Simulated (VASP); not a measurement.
Runs of VASP 6.6.1 on Hf. The structure is that of space group P6_3/mmc (No. 194), or close to it. The cells are those of the table. 

| cell | gap on the mesh (eV) | pressure (GPa) |
| --- | --- | --- |
| a = 3.317, b = 3.317, c = 5.270 Å, angles 90.0, 90.0, 120.0°, 2 atoms | none | -10.0 |
| a = 3.205, b = 3.205, c = 5.473 Å, angles 90.0, 90.0, 120.0°, 2 atoms | none | (b) |
| a = 3.429, b = 3.429, c = 4.865 Å, angles 90.0, 90.0, 120.0°, 2 atoms | none | (a) |
| a = 3.205, b = 3.205, c = 5.270 Å, angles 90.0, 90.0, 120.0°, 2 atoms | none | -4.4 |
| a = 3.317, b = 3.317, c = 4.865 Å, angles 90.0, 90.0, 120.0°, 2 atoms | none | -2.8 |

Alike in all rows: task single point; level PBE; potentials or basis VASP PAW PBE potentials, release 64 (Hf_pv); no spin polarisation; k mesh 18 × 18 × 10; cutoff (eV) 500; smearing gaussian 0.15 eV.

Q: Fill in the values left out.

A: (a) -8.3; (b) -7.6.

Caveats: spin-orbit coupling is left out, which moves the levels of the heavy elements.

A k mesh can miss the band edges, and the runs leave out spin-orbit coupling on Hf.

A gap of «none» marks levels without a gap at the run's occupations.
